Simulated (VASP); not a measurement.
# Hf (Cmce) in VASP: further runs

Runs on Hf. Level: r2SCAN. Tasks: single point, relaxation of cell and atoms.

All numbers are computed with VASP 6.6.1; they aren't measurements. Logs are shortened: lines on timing, memory, paths and dates and some standing lists are left out, and cuts for length are marked.

**1. The cell of the first run**

The structure is orthorhombic, space group Cmce (No. 64). Conventional cell: a = 4.800 Å, b = 8.135 Å, c = 4.806 Å, α = 90.00°, β = 90.00°, γ = 90.00°. Within 3.4 Å of Hf (site symmetry m) lie 7 Hf at 2.59 to 2.97 Å.

**2. Single point, r2SCAN**

File POSCAR:

```
Hf
1.0
    2.3998695990     -4.0673339195      0.0000000000
    2.3998695990      4.0673339195      0.0000000000
    0.0000000000      0.0000000000      4.8061236695
Hf
4
Direct
    0.1525000000      0.8475000000      0.0785000000
    0.6525000000      0.3475000000      0.4215000000
    0.8475000000      0.1525000000      0.9215000000
    0.3475000000      0.6525000000      0.5785000000
```

File INCAR.step1:

```
PREC     = Accurate       # precision mode
ENCUT    = 520            # plane-wave cutoff, eV
ISMEAR   = 0              # smearing method
SIGMA    = 0.1            # smearing width, eV
LREAL    = F              # projectors in reciprocal space
LASPH    = T              # aspherical terms in the spheres
NELM     = 100            # most SCF steps
NBANDS   = 28             # bands
GGA      = PE             # functional
ALGO     = Normal         # electronic algorithm
EDIFF    = 1E-4           # SCF threshold, eV
LWAVE    = T              # write WAVECAR
LCHARG   = F              # write CHGCAR
```

File INCAR.step2:

```
PREC     = Accurate       # precision mode
ENCUT    = 520            # plane-wave cutoff, eV
EDIFF    = 1E-6           # SCF threshold, eV
ISMEAR   = 0              # smearing method
SIGMA    = 0.1            # smearing width, eV
LREAL    = F              # projectors in reciprocal space
LASPH    = T              # aspherical terms in the spheres
NELM     = 100            # most SCF steps
ALGO     = Normal         # electronic algorithm
ISIF     = 2              # what is computed and relaxed
LWAVE    = F              # write WAVECAR
LCHARG   = F              # write CHGCAR
METAGGA  = R2SCAN         # meta-GGA
LMIXTAU  = T            
NBANDS   = 28             # bands
ISTART   = 1
```

File KPOINTS:

```
regular mesh
0
Gamma
  4 4 4
```

Potentials or basis: VASP PAW PBE potentials, release 64 (Hf_pv).

Run with:

```bash
cat potpaw_PBE.64/Hf_pv/POTCAR > POTCAR
cp INCAR.step1 INCAR
mpirun -np 1 vasp_std > vasp.out
cp INCAR.step2 INCAR
mpirun -np 1 vasp_std > vasp.out
```

OUTCAR:

```text
PREC = Accurate
   ENCUT = 520
   EDIFF = 1E-6
   ISMEAR = 0
   LREAL = F
   LASPH = T
   NELM = 100
   ISIF = 2
   METAGGA = R2SCAN
   ISTART = 1

 ion  position               nearest neighbor table
   1  0.153  0.847  0.078-   3 2.59   4 2.88   4 2.88   2 2.91   2 2.91   3 2.97   3 2.97
   2  0.653  0.347  0.422-   4 2.59   3 2.88   3 2.88   1 2.91   1 2.91   4 2.97   4 2.97
   3  0.847  0.153  0.922-   1 2.59   2 2.88   2 2.88   4 2.91   4 2.91   1 2.97   1 2.97
   4  0.347  0.653  0.578-   2 2.59   1 2.88   1 2.88   3 2.91   3 2.91   2 2.97   2 2.97

  LATTYP: Found a base centered orthorhombic cell.
 ALAT       =     4.7997391980
 B/A-ratio  =     1.6948145521
 C/A-ratio  =     1.0013301705

  Lattice vectors:

 A1 = (   2.3998695990,  -4.0673339195,   0.0000000000)
 A2 = (   2.3998695990,   4.0673339195,   0.0000000000)
 A3 = (   0.0000000000,   0.0000000000,   4.8061236695)

Analysis of symmetry for initial positions (statically):
=====================================================================
 Subroutine PRICEL returns:
 Original cell was already a primitive cell.

 Routine SETGRP: Setting up the symmetry group for a
 base centered orthorhombic supercell.

 Subroutine GETGRP returns: Found  8 space group operations
 (whereof  4 operations were pure point group operations)
 out of a pool of  8 trial point group operations.

The static configuration has the point symmetry C_2h.
 The point group associated with its full space group is D_2h.

Analysis of symmetry for dynamics (positions and initial velocities):
=====================================================================
 Subroutine PRICEL returns:
 Original cell was already a primitive cell.

 Routine SETGRP: Setting up the symmetry group for a
 base centered orthorhombic supercell.

 Subroutine GETGRP returns: Found  8 space group operations
 (whereof  4 operations were pure point group operations)
 out of a pool of  8 trial point group operations.

The dynamic configuration has the point symmetry C_2h.
 The point group associated with its full space group is D_2h.

 Subroutine INISYM returns: Found  8 space group operations
 (whereof  4 operations are pure point group operations),
 and found     1 'primitive' translations
[... 81 lines left out ...]
   dimension x,y,z NGXF=    72 NGYF=   72 NGZF=   72
   ions per type =               4
   NGX,Y,Z   is equivalent  to a cutoff of  12.67, 12.67, 12.45 a.u.
   NGXF,Y,Z  is equivalent  to a cutoff of  25.35, 25.35, 24.91 a.u.
 SYSTEM =  unknown system
   PREC   = accura    normal or accurate (medium, high low for compatibility)
   ISTART =      1    job   : 0-new  1-cont  2-samecut
   ICHARG =      0    charge: 1-file 2-atom 10-const
   ISPIN  =      1    spin polarized calculation?
   LNONCOLLINEAR =      F non collinear calculations
   LSORBIT =      F    spin-orbit coupling
   LASPH  =      T    aspherical Exc in radial PAW
   ENCUT  =  520.0 eV  38.22 Ry    6.18 a.u.   8.78  8.78  8.94*2*pi/ulx,y,z
   NELM   =    100;   NELMIN=  2; NELMDL=  0     # of ELM steps
   EDIFF  = 0.1E-05   stopping-criterion for ELM
   LREAL  =      F    real-space projection
[... 7 lines left out ...]
   TEBEG  =    0.0;   TEEND  =   0.0 temperature during run
   PSTRESS=    0.0 pullay stress
   NELECT =      40.0000    total number of electrons
   NUPDOWN=      -1.0000    fix difference up-down
   EMIN   =  10.00;   EMAX   =-10.00  energy-range for DOS
   EFERMI =   0.00;   METHOD = LEGACY
   ISMEAR =     0;   SIGMA  =   0.10  broadening in eV -4-tet -1-fermi 0-gaus
   EFERMI_NEDOS =   21; number of points for ismear=-14 and -15
   IALGO  =     38    algorithm
   IMIX   =      4    mixing-type and parameters
     AMIX     =   0.40;   BMIX     =  1.00
     AMIX_MAG =   1.60;   BMIX_MAG =  1.00
  volume/ion in A,a.u.               =      23.46       158.29
  Fermi-wavevector in a.u.,A,eV,Ry     =   1.232123  2.328375 20.655369  1.518127
  Thomas-Fermi vector in A             =   2.366905
   LORBIT       =      0    0 simple, 1 ext, 2 COOP (PROOUT), +10 PAW based schemes
   METAGGA = R2SCAN    functional components
   LHFCALC =     F    Hartree Fock is set to
   AEXX    =    0.0000 exact exchange contribution
   IVDW    =     0    specifies the selected vdW correction
   LEPSILON=     F    determine dielectric tensor
   LRPA    =     F    only Hartree local field effects (RPA)
 non-spin polarized calculation
 Gauss-broadening in eV      SIGMA  =   0.10
  energy-cutoff  :      520.00
  volume of cell :       93.83
 maximum number of plane-waves:      2548
   NGX = 17   NGY = 17   NGZ = 17

 number of electron      40.0000002 magnetization

 Free energy of the ion-electron system (eV)
  ---------------------------------------------------
  ext. energy  EPLUGINS =         0.00000000
  ---------------------------------------------------
  free energy    TOTEN  =      -174.76177625 eV

  energy without entropy =     -174.72915388  energy(sigma->0) =     -174.74546506

 E-fermi :   4.1268     XC(G=0): -11.7464

 val. band max:        4.1141043387   @ k =   0.2500  -0.0000   0.5000
 cond. band min:       4.1433607819   @ k =   0.5000   0.2500   0.2500
 fundamental gap:      0.0292564432
 Fermi energy:         4.1267899734

 k-point     1 :       0.0000    0.0000    0.0000
  band No.  band energies     occupation
      1     -28.2471      2.00000
      2     -27.9423      2.00000
      3     -27.7989      2.00000
      4     -27.7786      2.00000
      5     -27.4155      2.00000
      6     -27.3546      2.00000
[... 640 lines left out ...]
     27       7.4197      0.00000
     28       7.4197      0.00000

------------------------ aborting loop because EDIFF is reached ----------------------------------------

  FORCE on cell =-STRESS in cart. coord.  units (eV):
  Direction    XX          YY          ZZ          XY          YZ          ZX
  --------------------------------------------------------------------------------------
  -------------------------------------------------------------------------------------
  Total        1.7834890     12.5873532      1.5448534      0.0000000      0.0000000      0.0000000
  in kB       30.4550006    214.9426458     26.3800392      0.0000000      0.0000000      0.0000000
  external PRESSURE =      90.5925618 kB  Pullay stress =       0.0000000 kB

 VOLUME and BASIS-vectors are now :
 -----------------------------------------------------------------------------
  energy-cutoff  :      520.00
  volume of cell :       93.83
      direct lattice vectors                 reciprocal lattice vectors
     2.399869599 -4.067333920  0.000000000     0.208344653 -0.122930649  0.000000000
     2.399869599  4.067333920  0.000000000     0.208344653  0.122930649  0.000000000
     0.000000000  0.000000000  4.806123669     0.000000000  0.000000000  0.208067888

 POSITION                                       TOTAL-FORCE (eV/Angst)
 -----------------------------------------------------------------------------------
      2.39987      2.82680      0.37728         0.000000     -0.914987     -0.525709
      2.39987     -1.24054      2.02578         0.000000     -0.914987      0.525709
      2.39987     -2.82680      4.42884         0.000000      0.914987      0.525709
      2.39987      1.24054      2.78034         0.000000      0.914987     -0.525709
 -----------------------------------------------------------------------------------
    total drift:                                0.000000      0.000000      0.000000

  FREE ENERGIE OF THE ION-ELECTRON SYSTEM (eV)
  ---------------------------------------------------
  free  energy   TOTEN  =      -174.7617762484 eV

  energy  without entropy=     -174.7291538812  energy(sigma->0) =     -174.74546506
```

Run time: 72 s. Hardware: 1 thread of Intel Xeon 6975P-C (Granite Rapids), shared host; peak memory 0.22 GiB.

What came out:

```yaml
Free_energy: -174.7618 eV
Pressure: 9.1 GPa
Largest_force: 1.055 eV/Å
Band_gap_on_the_k_mesh: zero (bands 20 and 21 overlap by 0.43 eV)
```

Forces in eV/Å, atoms in the order of the input:
```
Hf   0.000 -0.915 -0.526
Hf   0.000 -0.915  0.526
Hf   0.000  0.915  0.526
Hf   0.000  0.915 -0.526
```

Stress tensor (GPa, compression positive):
```
 3.05  0.00  0.00
 0.00 21.49  0.00
 0.00  0.00  2.64
```

Caveat: the k points lie up to 0.38 Å⁻¹ apart; the PAW data sets were made with another functional, which shifts forces and pressure a little; spin-orbit coupling is left out, which moves the levels of the heavy elements.

**3. Relaxation of cell and atoms, r2SCAN**

POSCAR is that of step 2.

File INCAR.step1:

```
  PREC = Accurate
  ENCUT = 600
  ISMEAR = 0
  SIGMA = 0.1
  LREAL = F
  LASPH = T
  NELM = 100
  GGA = PE
  ALGO = Normal
  EDIFF = 1E-4
  LWAVE = T
  LCHARG = F
```

File INCAR.step2:

```
  PREC = Accurate
  ENCUT = 600
  EDIFF = 1E-6
  ISMEAR = 0
  SIGMA = 0.1
  LREAL = F
  LASPH = T
  NELM = 100
  ALGO = Normal
  ISIF = 3
  LWAVE = F
  LCHARG = F
  METAGGA = R2SCAN
  LMIXTAU = T
  IBRION = 2
  NSW = 90
  EDIFFG = -0.04
  ISTART = 1
```

KPOINTS is that of step 2.

Potentials or basis: VASP PAW PBE potentials, release 64 (Hf_pv).

Run with:

```bash
cat potpaw_PBE.64/Hf_pv/POTCAR > POTCAR
cp INCAR.step1 INCAR
mpirun -np 1 vasp_std > vasp.out
cp INCAR.step2 INCAR
mpirun -np 1 vasp_std > vasp.out
```

Run time: 29 min. Hardware: 1 thread of Intel Xeon 6975P-C (Granite Rapids), shared host; peak memory 0.28 GiB.

The run converged. Its results:

- Free energy: -179.2994 eV
- Relaxed volume: 24.20 Å³/atom
- Relaxed cell: a = 5.696 Å, b = 5.696 Å, c = 4.260 Å, α = 90.00°, β = 90.00°, γ = 135.54°
- Space group after relaxing (to 0.1 Å): I4/mmm (No. 139)
- Energy gained by relaxing: 1134.2 meV/atom
- Ionic steps: 22
- Pressure after relaxing: 0.0 GPa
- Largest force after relaxing: 0.010 eV/Å
- Band gap on the k mesh: zero (bands 20 and 21 overlap by 0.87 eV)

Forces in eV/Å, atoms in the order of the input:
```
Hf   0.000  0.007 -0.007
Hf   0.000  0.007  0.007
Hf   0.000 -0.007  0.007
Hf   0.000 -0.007 -0.007
```

Stress tensor (GPa, compression positive):
```
 0.08  0.00  0.00
 0.00  0.00  0.00
 0.00  0.00 -0.10
```

The path:
```csv
step,energy change (eV),largest force (eV/Å),pressure (GPa),volume (Å³)
1,0.0000,1.0555,9.03,93.83
2,-1.1477,1.5533,-3.93,112.40
3,-1.1678,1.6537,-5.95,116.82
4,-2.4180,2.3088,-4.57,114.34
5,-0.9984,2.2753,21.39,98.21
6,-2.7461,2.7431,1.26,110.11
7,-2.8039,2.5952,4.11,107.88
8,-3.2057,0.6831,-0.45,112.41
9,-3.2190,1.0185,0.12,111.71
10,-3.5646,1.0165,-1.17,111.51
11,-3.9224,1.4798,-2.65,110.51
12,-3.9418,1.5773,-2.89,110.04
13,-4.1821,1.1602,-3.05,106.49
14,-4.2531,0.4728,-1.92,100.57
15,-4.2842,0.7010,-2.59,102.78
16,-4.4813,0.4756,-0.75,99.16
17,-4.5270,0.3082,0.78,96.62
18,-4.5271,0.2996,0.87,96.48
19,-4.5344,0.0891,-0.55,97.36
20,-4.5345,0.0959,-0.38,97.25
21,-4.5367,0.0240,-0.12,96.94
22,-4.5369,0.0098,-0.01,96.81
```

Final structure:
```
Hf
1.0
     2.15488   -5.27268    0.00000
     2.15488    5.27268    0.00000
     0.00000    0.00000    4.26014
Hf
4
Cartesian
  2.1549 3.6721 0.0004
  2.1549 -1.6006 2.1297
  2.1549 -3.6721 4.2597
  2.1549 1.6006 2.1305
```

Levels at points of the mesh, in eV from the Fermi level:
| k point | band 16 | band 17 | band 18 | band 19 | band 20 | band 21 | band 22 | band 23 | band 24 |
| --- | --- | --- | --- | --- | --- | --- | --- | --- | --- |
| (0.00, 0.00, 0.00) | -2.44 | -1.95 | -1.85 | -1.04 | -0.47 | 0.10 | 0.85 | 1.77 | 2.94 |
| (0.50, 0.00, 0.00) | -1.93 | -1.07 | -1.07 | -0.76 | -0.76 | 0.89 | 0.89 | 0.91 | 0.91 |
| (0.50, 0.50, 0.00) | -2.45 | -2.16 | -2.01 | -1.92 | -0.97 | 0.52 | 0.98 | 1.81 | 2.19 |
| (0.00, 0.00, 0.50) | -1.24 | -1.01 | -1.01 | -0.75 | -0.75 | 0.97 | 0.97 | 1.65 | 1.65 |
| (0.50, 0.00, 0.50) | -2.94 | -1.25 | -1.25 | 0.01 | 0.01 | 0.78 | 0.78 | 1.44 | 1.44 |
| (0.50, 0.50, 0.50) | -2.75 | -1.36 | -1.36 | -0.89 | -0.89 | 0.72 | 0.72 | 0.96 | 0.96 |

Caveat: the k points lie up to 0.39 Å⁻¹ apart in the final cell, too coarse for converged energies and pressures of a metal; a cell axis changed by over 15 % at a fixed basis, so the end point is rough; the PAW data sets were made with another functional, which shifts forces and pressure a little; spin-orbit coupling is left out, which moves the levels of the heavy elements.

The gap in the log of VASP goes by the Fermi energy; the results here count the filled bands.